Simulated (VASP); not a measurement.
# SiNi (Pmmn) in VASP: notebook

The runs below take SiNi through single point, with PBEsol.

Program: VASP 6.6.1. These are calculated values, not measurements. Logs are shortened: lines on timing, memory, paths and dates and some standing lists are left out, and cuts for length are marked.

## (1) The cell of the first run

It takes space group Pmmn (No. 59, orthorhombic). The conventional cell has a = 2.995 Å, b = 3.235 Å, c = 4.813 Å, α = 90.00°, β = 90.00°, γ = 90.00°. Within 3.1 Å of Si (site symmetry mm2) lie 6 Ni at 2.37 to 2.41 Å and 6 Si at 2.68 to 2.99 Å. Ni (site symmetry mm2) has 6 Si at 2.37 to 2.41 Å and 6 Ni at 2.69 to 2.99 Å within 3.1 Å.

## (2) Single point, PBEsol (strain along c alone, the other axes held: +3.0 %, then relaxed in part)

File INCAR:

```
SYSTEM = SiNi
  PREC = Accurate
  ENCUT = 520
  EDIFF = 1E-6
  ISMEAR = 0
  SIGMA = 0.1
  LREAL = .False.
  LASPH = .True.
  NELM = 80
  ALGO = Fast
  ISIF = 2
  LWAVE = .False.
  LCHARG = .False.
  GGA = PS
  NBANDS = 22
```

File KPOINTS:

```
Automatic mesh
0
Gamma
  18 16 12
  0 0 0
```

File POSCAR:

```
SiNi
1.0
    2.9947885111      0.0000000000      0.0000000000
    0.0000000000      3.2345974111      0.0000000000
    0.0000000000      0.0000000000      4.8126430845
Si Ni
2 2
Direct
    0.5000000000      0.5000000000      0.8409504266
    0.0000000000      0.0000000000      0.1590495734
    0.5000000000      0.5000000000      0.3400228024
    0.0000000000      0.0000000000      0.6599771976
```

Potentials or basis: VASP PAW PBE potentials, release 64 (Si, Ni).

On the command line:

```sh
> cat potpaw_PBE.64/Si/POTCAR potpaw_PBE.64/Ni/POTCAR > POTCAR
> mpirun -np 1 vasp_std > vasp.out
```

OUTCAR:

```text
SYSTEM = SiNi
   PREC = Accurate
   ENCUT = 520
   EDIFF = 1E-6
   ISMEAR = 0
   LREAL = .False.
   LASPH = .True.
   NELM = 80
   ISIF = 2
   GGA = PS

 ion  position               nearest neighbor table
   1  0.500  0.500  0.841-   4 2.37   4 2.37   4 2.37   4 2.37   3 2.40   3 2.41   2 2.68   2 2.68
                             2 2.68   2 2.68
   2  0.000  0.000  0.159-   3 2.37   3 2.37   3 2.37   3 2.37   4 2.40   4 2.41   1 2.68   1 2.68
                             1 2.68   1 2.68
   3  0.500  0.500  0.340-   2 2.37   2 2.37   2 2.37   2 2.37   1 2.40   1 2.41   4 2.69   4 2.69
                             4 2.69   4 2.69
   4  0.000  0.000  0.660-   1 2.37   1 2.37   1 2.37   1 2.37   2 2.40   2 2.41   3 2.69   3 2.69
                             3 2.69   3 2.69

  LATTYP: Found a simple orthorhombic cell.
 ALAT       =     2.9947885111
 B/A-ratio  =     1.0800754040
 C/A-ratio  =     1.6070059928

  Lattice vectors:

 A1 = (   2.9947885111,   0.0000000000,   0.0000000000)
 A2 = (   0.0000000000,   3.2345974111,   0.0000000000)
 A3 = (   0.0000000000,   0.0000000000,   4.8126430845)

Analysis of symmetry for initial positions (statically):
=====================================================================
 Subroutine PRICEL returns:
 Original cell was already a primitive cell.

 Routine SETGRP: Setting up the symmetry group for a
 simple orthorhombic supercell.

 Subroutine GETGRP returns: Found  8 space group operations
 (whereof  4 operations were pure point group operations)
 out of a pool of  8 trial point group operations.

The static configuration has the point symmetry C_2v.
 The point group associated with its full space group is D_2h.

Analysis of symmetry for dynamics (positions and initial velocities):
=====================================================================
 Subroutine PRICEL returns:
 Original cell was already a primitive cell.

 Routine SETGRP: Setting up the symmetry group for a
 simple orthorhombic supercell.

 Subroutine GETGRP returns: Found  8 space group operations
 (whereof  4 operations were pure point group operations)
 out of a pool of  8 trial point group operations.

The dynamic configuration has the point symmetry C_2v.
 The point group associated with its full space group is D_2h.

 Subroutine INISYM returns: Found  8 space group operations
 (whereof  4 operations are pure point group operations),
 and found     1 'primitive' translations

----------------------------------------------------------------------------------------

                                     Primitive cell
[... 93 lines left out ...]
   ENCUT  =  520.0 eV  38.22 Ry    6.18 a.u.   5.57  6.01  8.95*2*pi/ulx,y,z
   NELM   =     80;   NELMIN=  2; NELMDL= -5     # of ELM steps
   EDIFF  = 0.1E-05   stopping-criterion for ELM
   LREAL  =      F    real-space projection
   EDIFFG = 0.1E-04   stopping-criterion for IOM
   NSW    =      0    number of steps for IOM
   IBRION =     -1    ionic relax: 0-MD 1-quasi-New 2-CG
   NFREE  =      0    steps in history (QN), initial steepest desc. (CG)
   ISIF   =      2    stress and relaxation
   ISYM   =      2    0-nonsym 1-usesym 2-fastsym
   POTIM  = 0.5000    time-step for ionic-motion
   TEBEG  =    0.0;   TEEND  =   0.0 temperature during run
   PSTRESS=    0.0 pullay stress
   NELECT =      28.0000    total number of electrons
   NUPDOWN=      -1.0000    fix difference up-down
   EMIN   =  10.00;   EMAX   =-10.00  energy-range for DOS
   EFERMI =   0.00;   METHOD = LEGACY
   ISMEAR =     0;   SIGMA  =   0.10  broadening in eV -4-tet -1-fermi 0-gaus
   EFERMI_NEDOS =   21; number of points for ismear=-14 and -15
   IALGO  =     68    algorithm
   IMIX   =      4    mixing-type and parameters
     AMIX     =   0.40;   BMIX     =  1.00
     AMIX_MAG =   1.60;   BMIX_MAG =  1.00
  volume/ion in A,a.u.               =      11.65        78.65
  Fermi-wavevector in a.u.,A,eV,Ry     =   1.381245  2.610175 25.957721  1.907839
  Thomas-Fermi vector in A             =   2.506048
   LORBIT       =      0    0 simple, 1 ext, 2 COOP (PROOUT), +10 PAW based schemes
   GGA     = PS    functional components
   LHFCALC =     F    Hartree Fock is set to
   AEXX    =    0.0000 exact exchange contribution
   IVDW    =     0    specifies the selected vdW correction
   LEPSILON=     F    determine dielectric tensor
   LRPA    =     F    only Hartree local field effects (RPA)
 non-spin polarized calculation
 RMM-DIIS sequential band-by-band and
 Gauss-broadening in eV      SIGMA  =   0.10
  energy-cutoff  :      520.00
  volume of cell :       46.62
 maximum number of plane-waves:      1276
 NGX is ok and might be reduce to    24
   NGX = 11   NGY = 13   NGZ = 17

 number of electron      28.0000008 magnetization

 Free energy of the ion-electron system (eV)
  ---------------------------------------------------
  ext. energy  EPLUGINS =         0.00000000
  ---------------------------------------------------
  free energy    TOTEN  =       -25.91653744 eV

  energy without entropy =      -25.91046346  energy(sigma->0) =      -25.91350045

 E-fermi :  11.1419     XC(G=0): -12.5601

 val. band max:       11.1403211203   @ k =   0.1111   0.0000   0.1667
 cond. band min:      11.1452799488   @ k =   0.0556   0.0000   0.3333
 fundamental gap:      0.0049588285
 Fermi energy:        11.1419017014

 k-point     1 :       0.0000    0.0000    0.0000
  band No.  band energies     occupation
      1      -2.6976      2.00000
      2       2.8412      2.00000
      3       4.5103      2.00000
      4       7.0198      2.00000
      5       7.6377      2.00000
      6       8.1915      2.00000
[... 589 lines left out ...]
     21      19.7321      0.00000
     22      20.1606      0.00000

 [... further k-points ...]
[... 5 lines left out ...]
  --------------------------------------------------------------------------------------
  -------------------------------------------------------------------------------------
  Total       -1.1440809     -1.0039474     -3.0887274      0.0000000      0.0000000      0.0000000
  in kB      -39.3185287    -34.5025730   -106.1500282      0.0000000      0.0000000      0.0000000
  external PRESSURE =     -59.9903766 kB  Pullay stress =       0.0000000 kB

 VOLUME and BASIS-vectors are now :
 -----------------------------------------------------------------------------
  energy-cutoff  :      520.00
  volume of cell :       46.62
      direct lattice vectors                 reciprocal lattice vectors
     2.994788511  0.000000000  0.000000000     0.333913395  0.000000000  0.000000000
     0.000000000  3.234597411  0.000000000     0.000000000  0.309157485  0.000000000
     0.000000000  0.000000000  4.812643085     0.000000000  0.000000000  0.207786030

 POSITION                                       TOTAL-FORCE (eV/Angst)
 -----------------------------------------------------------------------------------
      1.49739      1.61730      4.04719         0.000000      0.000000      0.004672
      0.00000      0.00000      0.76545         0.000000      0.000000     -0.004672
      1.49739      1.61730      1.63641         0.000000      0.000000      0.011060
      0.00000      0.00000      3.17623         0.000000      0.000000     -0.011060
 -----------------------------------------------------------------------------------
    total drift:                                0.000000      0.000000      0.000000

  FREE ENERGIE OF THE ION-ELECTRON SYSTEM (eV)
  ---------------------------------------------------
  free  energy   TOTEN  =       -25.9165374392 eV

  energy  without entropy=      -25.9104634609  energy(sigma->0) =      -25.91350045
```

It took 8.7 min on 1 thread of Oxide Virtual Turin-like, shared host; peak memory 0.57 GiB.

What came out:

```yaml
Free_energy: -25.9165 eV
Pressure: -6.0 GPa
Largest_force: 0.011 eV/Å
Band_gap_on_the_k_mesh: zero (bands 14 and 15 overlap by 2.07 eV)
```

Forces in eV/Å, atoms in the order of the input:
```
Si   0.000  0.000  0.005
Si   0.000  0.000 -0.005
Ni   0.000  0.000  0.011
Ni   0.000  0.000 -0.011
```

Caveat: the cell differs from its parent crystal (strain along c alone, the other axes held: +3.0 %, then relaxed in part); the stress differs along the axes, from -11 to -3 GPa; the PAW data sets were made with another functional, which shifts forces and pressure a little.

## (3) Single point, PBEsol

This run uses another cell than the first one, of 11.32 Å³/atom.

File INCAR:

```
SYSTEM = SiNi
  ALGO = Fast
  EDIFF = 1E-6
  ENCUT = 520
  GGA = PS
  ISIF = 2
  ISMEAR = 0
  LASPH = .TRUE.
  LCHARG = .FALSE.
  LREAL = .FALSE.
  LWAVE = .FALSE.
  NBANDS = 22
  NELM = 80
  PREC = Accurate
  SIGMA = 0.1
```

File KPOINTS:

```
k-points
0
G
  18 16 12
  0 0 0
```

File POSCAR:

```
SiNi
1.0
    2.9947885069      0.0000000000      0.0000000000
    0.0000000000      3.2345974071      0.0000000000
    0.0000000000      0.0000000000      4.6724690187
Si Ni
2 2
Direct
    0.5000000000      0.5000000000      0.8426091518
    0.0000000000      0.0000000000      0.1573908482
    0.5000000000      0.5000000000      0.3432947119
    0.0000000000      0.0000000000      0.6567052881
```

Potentials or basis: VASP PAW PBE potentials, release 64 (Si, Ni).

On the command line:

```sh
> cat potpaw_PBE.64/Si/POTCAR potpaw_PBE.64/Ni/POTCAR > POTCAR
> mpirun -np 1 vasp_std > vasp.out
```

It took 18 min on 1 thread of Oxide Virtual Turin-like, shared host; peak memory 0.56 GiB.

The run converged. Its results:

```
Free energy            : -25.9623 eV
Pressure               : 0.1 GPa
Largest force          : 0.013 eV/Å
Band gap on the k mesh : zero (bands 14 and 15 overlap by 2.41 eV)
```

Forces in eV/Å, atoms in the order of the input:
```
Si   0.000  0.000  0.001
Si   0.000  0.000 -0.001
Ni   0.000  0.000  0.013
Ni   0.000  0.000 -0.013
```

Stress tensor (GPa, compression positive):
```
-0.20  0.00  0.00
 0.00  0.36  0.00
 0.00  0.00  0.14
```

Levels at points of the mesh, in eV from the Fermi level:
```tsv
k point	band 12	band 13	band 14	band 15	band 16	band 17
(0.00, 0.00, 0.00)	-2.04	-2.00	-1.03	0.82	3.14	5.18
(0.50, 0.00, 0.00)	-2.56	-1.67	-1.67	1.72	1.72	3.65
(0.00, 0.50, 0.00)	-2.30	-2.10	-2.10	1.29	1.29	4.74
(0.50, 0.50, 0.00)	-2.02	-1.66	-1.66	1.60	1.60	2.02
(0.00, 0.00, 0.50)	-2.09	1.33	2.00	2.11	2.62	2.77
(0.50, 0.00, 0.50)	-2.21	-1.49	-1.49	3.89	3.89	5.46
(0.00, 0.50, 0.50)	-2.06	-1.96	-1.96	5.14	5.14	5.35
(0.50, 0.50, 0.50)	-2.04	-1.60	-1.60	-0.38	-0.38	1.04
```

Caveat: the PAW data sets were made with another functional, which shifts forces and pressure a little.

[end of part 1 of 3]
